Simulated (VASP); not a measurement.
Write the native input for VASP 6.6.1 that does the following.

```yaml
Task: single point
Functional: PBE
Potentials_or_basis: VASP PAW PBE potentials, release 64 (As, Ga_d)
Cutoff: 500 eV
k_mesh: 8 × 8 × 8
Occupations: fermi-dirac, width 0.02 eV
Spin: no spin polarisation
Dipole_correction: no
Further_INCAR_settings: ALGO = Normal; EDIFF = 1e-06; NBANDS = 16
```

The structure of GaAs lies in POSCAR:

```
GaAs
1.0
    0.0000000000      2.8268500000      2.8268500000
    2.8268500000      0.0000000000      2.8268500000
    2.8268500000      2.8268500000      0.0000000000
As Ga
1 1
Direct
    0.7500000000      0.7500000000      0.7500000000
    0.0000000000      0.0000000000      0.0000000000
```

One way to write it, as run:

INCAR

```
SYSTEM = GaAs
ALGO     = Normal         ! electronic algorithm
EDIFF    = 1E-6           ! SCF threshold, eV
ENCUT    = 500            ! plane-wave cutoff, eV
GGA      = PE             ! functional
GGA_COMPAT= .False.      
ISIF     = 2              ! what is computed and relaxed
ISMEAR   = -1             ! smearing method
LASPH    = .True.         ! aspherical terms in the spheres
LCHARG   = .False.        ! write CHGCAR
LREAL    = .False.        ! projectors in reciprocal space
LWAVE    = .False.        ! write WAVECAR
NBANDS   = 16             ! bands
NELM     = 120            ! most SCF steps
PREC     = Accurate       ! precision mode
SIGMA    = 0.02           ! smearing width, eV
```

KPOINTS

```
k-points
0
Gamma
  8 8 8
  0 0 0
```

Potentials or basis: VASP PAW PBE potentials, release 64 (As, Ga_d).

Run with:

```sh
$ cat potpaw_PBE.64/As/POTCAR potpaw_PBE.64/Ga_d/POTCAR > POTCAR
$ mpirun -np 1 vasp_std > vasp.out
```

It gave:

```
Pressure               : 3.4 GPa
Band gap on the k mesh : 0.52 eV, direct
```

Run time: 37 s on 1 thread of Intel Xeon 8259CL (shared host), peak memory 0.18 GiB.
